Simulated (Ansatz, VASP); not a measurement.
# One calculation of Zn4HO4, two programs

```
Zn O H
1.0
     5.51481    0.00000    0.00000
     0.00000    5.51481    0.00000
     0.00000    0.00000    3.24301
Zn O H
4 4 1
Cartesian
  1.0041 1.0041 1.6215
  4.5108 4.5108 1.6215
  3.7615 1.7533 0.0000
  1.7533 3.7615 0.0000
  4.5111 1.0037 1.6215
  1.0037 4.5111 1.6215
  3.7611 3.7611 0.0000
  1.7537 1.7537 0.0000
  5.5150 1.0037 0.9729
```

Alike in both runs: task single point; functional PBEsol; k mesh 4 × 4 × 8; occupations gaussian, width 0.05 eV; no spin polarisation.

```csv
,VASP,Ansatz
version,VASP 6.6.1,Ansatz 0.2.0
potentials or method,"VASP PAW PBE potentials, release 64 (Zn, O, H), cutoff 520 eV","scalar-relativistic, plane waves, PAW"
valence electrons in the cell,73,73
```

```tsv
	VASP	Ansatz	Ansatz less VASP
gap on the k mesh at the Fermi level (eV)	none	none	-
pressure (GPa)	15.7	14.6	-1.08
traceless stress, the component that is largest in VASP (GPa)	10.27	10.05	-0.218
rms of the force components (eV/Å)	3.083	3.039	-0.0432
```

VASP's potentials were made for PBE, not for PBEsol, and Ansatz warns of the same on its side. Atom by atom the forces differ by 0.057 eV/Å (rms over components). A gap of «none» marks a metal or a gap that the smearing closes.
